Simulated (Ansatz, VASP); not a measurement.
**Ti in VASP and in Ansatz**

```
Ti
1.0
     2.91460    0.00000    0.00000
     0.00000    2.91460    0.00000
     0.00000    0.00000    4.10027
Ti
2
Direct
  0.50000 0.00000 0.50000
  0.00000 0.50000 0.00000
```

Alike in both runs: functional r2SCAN; k mesh 6 × 6 × 4; occupations gaussian, width 0.1 eV; no spin polarisation.

Ansatz relaxed the structure, and its values are those at the end. VASP's run is a single point on that final structure, the one shown.

|  | VASP | Ansatz |
| --- | --- | --- |
| version | VASP 6.6.1 | Ansatz 0.2.0 |
| potentials or method | VASP PAW PBE potentials, release 64 (Ti_sv), cutoff 520 eV | scalar-relativistic, plane waves, PAW |
| valence electrons in the cell | 24 | 24 |

```csv
,VASP,Ansatz,Ansatz less VASP
gap on the k mesh at the Fermi level (eV),none,none,-
pressure (GPa),0.3,-0.1,-0.36
```

VASP's potentials were made for PBE, not for r2SCAN. A gap of «none» marks a metal or a gap that the smearing closes. With one functional, cell and mesh, what is left measures potentials, basis and numerics.

The k mesh is coarse, so the values compare programs but aren't converged.
